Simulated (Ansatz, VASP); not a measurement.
## One calculation of Be, two programs

```
Be
1.0
    -1.19462    1.19462    1.19462
     1.19462   -1.19462    1.19462
     1.19462    1.19462   -1.19462
Be
1
Direct
  0.00000 0.00000 0.00000
```

Change from the starting cell: volume scaled by 0.88, LAPW.

Alike in both runs: task single point; functional PBEsol; k mesh 23 × 23 × 23; occupations fermi-dirac, width 0.1 eV; no spin polarisation.

|  | VASP | Ansatz |
| --- | --- | --- |
| version | VASP 6.6.1 | Ansatz 0.2.0 |
| potentials or method | VASP PAW PBE potentials, release 64 (Be), cutoff 520 eV | all-electron LAPW, scalar-relativistic |

Ansatz gave:

| Quantity | Value |
| --- | --- |
| pressure (GPa) | 19.6 |

**Question.** What did VASP give for the same quantities?

**Answer.** Pressure (GPa): 20.3.

VASP's potentials were made for PBE, not for PBEsol. Ansatz ran all-electron here, and VASP with PAW potentials.
